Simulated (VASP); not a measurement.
# GaC18 in VASP: single point with LDA

Aim: the single point of GaC18 with LDA.

Program: VASP 6.6.1. These are calculated values, not measurements. Logs are shortened: lines on timing, memory, paths and dates and some standing lists are left out, and cuts for length are marked.

### Step 1. The cell of the first run

The cell holds a slab with vacuum, 19 atoms: a = 7.398 Å, b = 7.398 Å, c = 12.000 Å, α = 90.00°, β = 90.00°, γ = 120.00°.

### Step 2. Single point, LDA, collinear spin

The input, INCAR:

```
SYSTEM = GaC18
  ALGO = Normal
  EDIFF = 1E-6
  ENCUT = 520
  GGA = CA
  ISIF = 2
  ISMEAR = 0
  ISPIN = 2
  LASPH = .True.
  LCHARG = .False.
  LORBIT = 11
  LREAL = Auto
  LWAVE = .False.
  MAGMOM = 0 0 0 0 0 0 0 0 0 0 0 0 0 0 0 0 0 0 1
  NBANDS = 62
  NELM = 150
  PREC = Accurate
  SIGMA = 0.02
```

The input, KPOINTS:

```
k-points
0
Gamma
  2 2 1
  0 0 0
```

The input, POSCAR:

```
GaC18
1.0
    7.3980000000      0.0000000000      0.0000000000
   -3.6990000000      6.4068560000      0.0000000000
    0.0000000000      0.0000000000     12.0000000000
C Ga
18 1
Direct
   -0.0063022124     -0.0030634006      0.0826535483
    0.2155879523      0.1078820437      0.0829698605
   -0.0071545757      0.3306109164      0.0829684234
    0.2145482599      0.4406651620      0.0828735312
   -0.0071550952      0.6624098883      0.0829682258
    0.2145481073      0.7740582238      0.0828734568
    0.3256708903     -0.0037353251      0.0828835924
    0.5473873272      0.1079117330      0.0829701746
    0.3256713991      0.3295822692      0.0828839015
    0.5473874720      0.4396523399      0.0829704999
    0.3246070011      0.6623908074      0.0829631861
    0.5465471407      0.7733605000      0.0826535391
    0.6583637943     -0.0030164757      0.0826704252
    0.8819253906      0.1087247150      0.0826678938
    0.6590260007      0.3296014571      0.0828770137
    0.8812244565      0.4407000573      0.0828926498
    0.6583638015      0.6615556620      0.0826708795
    0.8819243179      0.7733755460      0.0826674439
    0.7702950717      0.8852332804      0.2564211545
```

Potentials or basis: VASP PAW LDA potentials, release 64 (C, Ga_d).

Started as:

```sh
> cat potpaw_LDA.64/C/POTCAR potpaw_LDA.64/Ga_d/POTCAR > POTCAR
> mpirun -np 1 vasp_std > vasp.out
```

OUTCAR:

```text
SYSTEM = GaC18
   EDIFF = 1E-6
   ENCUT = 520
   GGA = CA
   ISIF = 2
   ISMEAR = 0
   ISPIN = 2
   LASPH = .True.
   LORBIT = 11
   LREAL = Auto
   NELM = 150
   PREC = Accurate

 ion  position               nearest neighbor table
   1  0.994  0.997  0.083-   2 1.42  14 1.43  18 1.43
   2  0.216  0.108  0.083-   9 1.42   7 1.42   1 1.42
   3  0.993  0.331  0.083-   4 1.42  16 1.42  14 1.42
   4  0.215  0.441  0.083-   3 1.42  11 1.42   9 1.42
   5  0.993  0.662  0.083-   6 1.42  16 1.42  18 1.42
   6  0.215  0.774  0.083-   5 1.42  11 1.42   7 1.42
[... 10 lines left out ...]
  17  0.658  0.662  0.083-  10 1.42  18 1.43  12 1.43
  18  0.882  0.773  0.083-   5 1.42  17 1.43   1 1.43
  19  0.770  0.885  0.256-

  LATTYP: Found a hexagonal cell.
 ALAT       =     7.3980000000
 C/A-ratio  =     1.6220600162

  Lattice vectors:

 A1 = (   7.3980000000,   0.0000000000,   0.0000000000)
 A2 = (  -3.6990000000,   6.4068560000,   0.0000000000)
 A3 = (   0.0000000000,   0.0000000000,  12.0000000000)

Analysis of symmetry for initial positions (statically):
=====================================================================
 Subroutine PRICEL returns:
 Original cell was already a primitive cell.

 Routine SETGRP: Setting up the symmetry group for a
 hexagonal supercell.

 Subroutine GETGRP returns: Found  2 space group operations
 (whereof  1 operations were pure point group operations)
 out of a pool of 24 trial point group operations.

The static configuration has the point symmetry C_1 .
 The point group associated with its full space group is C_1h.

Analysis of symmetry for dynamics (positions and initial velocities):
=====================================================================
 Subroutine PRICEL returns:
 Original cell was already a primitive cell.

 Routine SETGRP: Setting up the symmetry group for a
 hexagonal supercell.

 Subroutine GETGRP returns: Found  2 space group operations
 (whereof  1 operations were pure point group operations)
 out of a pool of 24 trial point group operations.

The dynamic configuration has the point symmetry C_1 .
 The point group associated with its full space group is C_1h.

Analysis of structural, dynamic, and magnetic symmetry:
=====================================================================
 Subroutine PRICEL returns:
 Original cell was already a primitive cell.

 Routine SETGRP: Setting up the symmetry group for a
 hexagonal supercell.

 Subroutine GETGRP returns: Found  2 space group operations
 (whereof  1 operations were pure point group operations)
 out of a pool of 24 trial point group operations.

The overall configuration has the point symmetry C_1 .
 The point group associated with its full space group is C_1h.

 Subroutine INISYM returns: Found  2 space group operations
 (whereof  1 operations are pure point group operations),
 and found     1 'primitive' translations

----------------------------------------------------------------------------------------

                                     Primitive cell

  volume of cell :     568.7750

  direct lattice vectors                    reciprocal lattice vectors
     7.398000000  0.000000000  0.000000000     0.135171668  0.078041398  0.000000000
    -3.699000000  6.406856000  0.000000000     0.000000000  0.156082796  0.000000000
     0.000000000  0.000000000 12.000000000     0.000000000  0.000000000  0.083333333

  length of vectors
     7.398000000  7.398000054 12.000000000     0.156082797  0.156082796  0.083333333

  position of ions in fractional coordinates (direct lattice)
     0.993697788  0.996936599  0.082653548
     0.215587952  0.107882044  0.082969861
     0.992845424  0.330610916  0.082968423
     0.214548260  0.440665162  0.082873531
     0.992844905  0.662409888  0.082968226
     0.214548107  0.774058224  0.082873457
[... 11 lines left out ...]
     0.881924318  0.773375546  0.082667444
     0.770295072  0.885233280  0.256421155

  ion indices of the primitive-cell ions
   primitive index   ion index
                 1           1
                 2           2
                 3           3
                 4           4
                 5           5
                 6           6
[... 11 lines left out ...]
                18          18
                19          19

----------------------------------------------------------------------------------------

 KPOINTS: k-points

Automatic generation of k-mesh.
 Grid dimensions read from file:
 generate k-points for:    2    2    1

 Generating k-lattice:

  Cartesian coordinates                     Fractional coordinates (reciprocal lattice)
     0.067585834  0.039020699  0.000000000     0.500000000  0.000000000  0.000000000
     0.000000000  0.078041398  0.000000000     0.000000000  0.500000000  0.000000000
     0.000000000  0.000000000  0.083333333     0.000000000  0.000000000  1.000000000

  Length of vectors
     0.078041399  0.078041398  0.083333333

  Shift w.r.t. Gamma in fractional coordinates (k-lattice)
     0.000000000  0.000000000  0.000000000

 Subroutine IBZKPT returns following result:
 ===========================================

 Found      3 irreducible k-points:

 Following reciprocal coordinates:
            Coordinates               Weight
  0.000000  0.000000  0.000000      1.000000
  0.500000  0.000000  0.000000      1.000000
  0.000000  0.500000  0.000000      2.000000
   k-points           NKPTS =      3   k-points in BZ     NKDIM =      3   number of bands    NBANDS=     62
   number of dos      NEDOS =    301   number of ions     NIONS =     19
   total plane-waves  NPLWV = 282240
   dimension x,y,z NGX =    56 NGY =   56 NGZ =   90
   dimension x,y,z NGXF=   112 NGYF=  112 NGZF=  180
   ions per type =              18   1
   NGX,Y,Z   is equivalent  to a cutoff of  12.58, 12.58, 12.47 a.u.
   NGXF,Y,Z  is equivalent  to a cutoff of  25.17, 25.17, 24.94 a.u.
 SYSTEM =  GaC18
   PREC   = accura    normal or accurate (medium, high low for compatibility)
   ISTART =      0    job   : 0-new  1-cont  2-samecut
   ICHARG =      2    charge: 1-file 2-atom 10-const
   ISPIN  =      2    spin polarized calculation?
   LNONCOLLINEAR =      F non collinear calculations
   LSORBIT =      F    spin-orbit coupling
   LASPH  =      T    aspherical Exc in radial PAW
   ENCUT  =  520.0 eV  38.22 Ry    6.18 a.u.  13.76 13.76 22.31*2*pi/ulx,y,z
   NELM   =    150;   NELMIN=  2; NELMDL= -5     # of ELM steps
   EDIFF  = 0.1E-05   stopping-criterion for ELM
   LREAL  =      T    real-space projection
   EDIFFG = 0.1E-04   stopping-criterion for IOM
   NSW    =      0    number of steps for IOM
   IBRION =     -1    ionic relax: 0-MD 1-quasi-New 2-CG
   NFREE  =      0    steps in history (QN), initial steepest desc. (CG)
   ISIF   =      2    stress and relaxation
   ISYM   =      2    0-nonsym 1-usesym 2-fastsym
   POTIM  = 0.5000    time-step for ionic-motion
   TEBEG  =    0.0;   TEEND  =   0.0 temperature during run
   PSTRESS=    0.0 pullay stress
   NELECT =      85.0000    total number of electrons
   NUPDOWN=      -1.0000    fix difference up-down
   EMIN   =  10.00;   EMAX   =-10.00  energy-range for DOS
   EFERMI =   0.00;   METHOD = LEGACY
   ISMEAR =     0;   SIGMA  =   0.02  broadening in eV -4-tet -1-fermi 0-gaus
   EFERMI_NEDOS =   21; number of points for ismear=-14 and -15
   IALGO  =     38    algorithm
   IMIX   =      4    mixing-type and parameters
     AMIX     =   0.40;   BMIX     =  1.00
     AMIX_MAG =   1.60;   BMIX_MAG =  1.00
  volume/ion in A,a.u.               =      29.94       202.01
  Fermi-wavevector in a.u.,A,eV,Ry     =   0.868762  1.641723 10.268969  0.754748
  Thomas-Fermi vector in A             =   1.987487
   LORBIT       =     11    0 simple, 1 ext, 2 COOP (PROOUT), +10 PAW based schemes
   GGA     = CA    functional components
   LHFCALC =     F    Hartree Fock is set to
   AEXX    =    0.0000 exact exchange contribution
   IVDW    =     0    specifies the selected vdW correction
   LEPSILON=     F    determine dielectric tensor
   LRPA    =     F    only Hartree local field effects (RPA)
 spin polarized calculation
 Gauss-broadening in eV      SIGMA  =   0.02
  energy-cutoff  :      520.00
  volume of cell :      568.78
 maximum number of plane-waves:     15363
 NGX is ok and might be reduce to    56
   NGX = 27   NGY = 27   NGZ = 45

 number of electron      85.0000003 magnetization      -0.0000279

 number of electron      85.0000003 magnetization       0.0000118

 Free energy of the ion-electron system (eV)
  ---------------------------------------------------
  ext. energy  EPLUGINS =         0.00000000
  ---------------------------------------------------
  free energy    TOTEN  =      -183.44285017 eV

  energy without entropy =     -183.44285017  energy(sigma->0) =     -183.44285017

 E-fermi :  -1.2853     XC(G=0):  -4.2042

 val. band max:       -1.4491691766   @ k =   0.0000   0.0000   0.0000
 cond. band min:       0.0038101931   @ k =   0.5000   0.0000   0.0000
 fundamental gap:      1.4529793697
 Fermi energy:        -1.2853420398

 spin component 1

 k-point     1 :       0.0000    0.0000    0.0000
  band No.  band energies     occupation
      1     -20.7395      1.00000
      2     -18.4177      1.00000
      3     -18.2332      1.00000
      4     -18.2318      1.00000
      5     -17.9967      1.00000
      6     -17.9962      1.00000
[... 46 lines left out ...]
     53       3.4157      0.00000
     54       3.5491      0.00000

 k-point     2 :       0.5000    0.0000    0.0000
  band No.  band energies     occupation
      1     -20.2189      1.00000
      2     -19.9497      1.00000
      3     -18.7812      1.00000
      4     -18.7528      1.00000
      5     -16.9750      1.00000
      6     -16.9231      1.00000
[... 46 lines left out ...]
     53       3.8576      0.00000
     54       3.9384      0.00000

 k-point     3 :       0.0000    0.5000    0.0000
  band No.  band energies     occupation
      1     -20.2184      1.00000
      2     -19.9504      1.00000
      3     -18.7813      1.00000
      4     -18.7523      1.00000
      5     -16.9752      1.00000
      6     -16.9231      1.00000
[... 46 lines left out ...]
     53       3.8576      0.00000
     54       3.9383      0.00000
 Fermi energy:        -1.2853420398

 spin component 2

 k-point     1 :       0.0000    0.0000    0.0000
  band No.  band energies     occupation
      1     -20.7395      1.00000
      2     -18.4177      1.00000
      3     -18.2332      1.00000
      4     -18.2318      1.00000
      5     -17.9967      1.00000
      6     -17.9962      1.00000
[... 46 lines left out ...]
     53       3.4157      0.00000
     54       3.5491      0.00000

 k-point     2 :       0.5000    0.0000    0.0000
  band No.  band energies     occupation
      1     -20.2189      1.00000
      2     -19.9497      1.00000
      3     -18.7812      1.00000
      4     -18.7528      1.00000
      5     -16.9750      1.00000
      6     -16.9231      1.00000
[... 46 lines left out ...]
     53       3.8576      0.00000
     54       3.9383      0.00000

 k-point     3 :       0.0000    0.5000    0.0000
  band No.  band energies     occupation
      1     -20.2184      1.00000
      2     -19.9504      1.00000
      3     -18.7813      1.00000
      4     -18.7523      1.00000
      5     -16.9752      1.00000
      6     -16.9231      1.00000
[... 46 lines left out ...]
     53       3.8576      0.00000
     54       3.9382      0.00000
 [bands above 54 left out]

------------------------ aborting loop because EDIFF is reached ----------------------------------------

  FORCE on cell =-STRESS in cart. coord.  units (eV):
  Direction    XX          YY          ZZ          XY          YZ          ZX
  --------------------------------------------------------------------------------------
  -------------------------------------------------------------------------------------
  Total       -5.3885844     -5.3849655     -0.0663671     -0.0031342     -0.0011280     -0.0019537
  in kB      -15.1790551    -15.1688610     -0.1869489     -0.0088286     -0.0031773     -0.0055033
  external PRESSURE =     -10.1782883 kB  Pullay stress =       0.0000000 kB

 VOLUME and BASIS-vectors are now :
 -----------------------------------------------------------------------------
  energy-cutoff  :      520.00
  volume of cell :      568.78
      direct lattice vectors                 reciprocal lattice vectors
     7.398000000  0.000000000  0.000000000     0.135171668  0.078041398  0.000000000
    -3.699000000  6.406856000  0.000000000     0.000000000  0.156082796  0.000000000
     0.000000000  0.000000000 12.000000000     0.000000000  0.000000000  0.083333333

 POSITION                                       TOTAL-FORCE (eV/Angst)
 -----------------------------------------------------------------------------------
      3.66371      6.38723      0.99184         0.016532      0.009545     -0.002755
      1.19586      0.69118      0.99564         0.000185      0.000107     -0.000216
      6.12214      2.11818      0.99562        -0.003968      0.006622     -0.002084
     -0.04279      2.82328      0.99448        -0.004706      0.009408      0.002732
      4.89481      4.24396      0.99562         0.003751     -0.006747     -0.002084
     -1.27601      4.95928      0.99448         0.005795     -0.008780      0.002732
[... 11 lines left out ...]
      3.66376      4.95491      0.99201         0.001750     -0.009016     -0.007453
      2.42417      5.67156      3.07705         0.000384      0.000222      0.037284
 -----------------------------------------------------------------------------------
    total drift:                               -0.001645     -0.056658      0.022123

  FREE ENERGIE OF THE ION-ELECTRON SYSTEM (eV)
  ---------------------------------------------------
  free  energy   TOTEN  =      -183.4428501671 eV

  energy  without entropy=     -183.4428501671  energy(sigma->0) =     -183.44285017

 total charge

# of ion       s       p       d       tot
------------------------------------------
    1        0.851   1.791   0.000   2.642
    2        0.851   1.805   0.000   2.656
    3        0.851   1.805   0.000   2.656
    4        0.852   1.798   0.000   2.651
    5        0.851   1.805   0.000   2.656
    6        0.852   1.798   0.000   2.651
[... 11 lines left out ...]
   18        0.851   1.791   0.000   2.642
   19        1.224   0.277   9.954  11.455
--------------------------------------------------
tot         16.551  32.642   9.954  59.148

 magnetization (x)

# of ion       s       p       d       tot
------------------------------------------
    1        0.000   0.000   0.000   0.000
    2       -0.000   0.000   0.000  -0.000
    3       -0.000   0.000   0.000  -0.000
    4       -0.000  -0.000   0.000  -0.000
    5       -0.000   0.000   0.000  -0.000
    6       -0.000  -0.000   0.000  -0.000
[... 11 lines left out ...]
   18        0.000   0.000   0.000   0.000
   19       -0.000   0.000   0.000   0.000
--------------------------------------------------
tot         -0.000   0.000   0.000   0.000
```

Run time: 13 min. Hardware: 1 thread of Oxide Virtual Turin-like, shared host; peak memory 0.53 GiB.

What came out:

```
Free energy                                           : -183.4429 eV
Largest force                                         : 0.037 eV/Å
Net moment                                            : 0.00 μB per cell
Valence electrons inside the program's atomic spheres : C 2.64, 2.66, 2.65 (each value once); Ga 11.46
```

Forces on the atoms (eV/Å):
```
C    0.017  0.010 -0.003
C    0.000  0.000  0.000
C   -0.004  0.007 -0.002
C   -0.005  0.009  0.003
C    0.004 -0.007 -0.002
C    0.006 -0.009  0.003
C    0.001 -0.002  0.000
C    0.005 -0.007 -0.001
C   -0.001  0.002  0.000
C   -0.004  0.008 -0.001
C    0.007  0.004 -0.001
C   -0.011 -0.007 -0.002
C   -0.012 -0.008 -0.006
C   -0.007  0.006 -0.007
C    0.010  0.006 -0.003
C    0.005  0.003 -0.001
C   -0.012 -0.006 -0.006
C    0.002 -0.009 -0.007
Ga   0.000  0.000  0.037
```

Levels at points of the mesh, in eV from the Fermi level:
Spin up:
| k point | band 40 | band 41 | band 42 | band 43 | band 44 | band 45 |
| --- | --- | --- | --- | --- | --- | --- |
| (0.00, 0.00, 0.00) | -3.08 | -0.36 | -0.36 | -0.16 | -0.16 | 2.31 |
| (0.50, 0.00, 0.00) | -2.76 | -2.57 | -2.45 | 1.29 | 1.79 | 1.81 |
| (0.00, 0.50, 0.00) | -2.76 | -2.57 | -2.45 | 1.29 | 1.79 | 1.81 |
Spin down:
```tsv
k point	band 39	band 40	band 41	band 42	band 43	band 44	band 45	band 46
(0.00, 0.00, 0.00)	-3.08	-3.08	-0.36	-0.36	-0.16	-0.16	2.31	2.31
(0.50, 0.00, 0.00)	-3.02	-2.76	-2.57	-2.45	1.29	1.79	1.81	1.96
(0.00, 0.50, 0.00)	-3.02	-2.76	-2.57	-2.45	1.29	1.79	1.81	1.96
```

Caveat: the k points lie up to 0.49 Å⁻¹ apart; there is no dipole correction, which matters where the two faces differ.
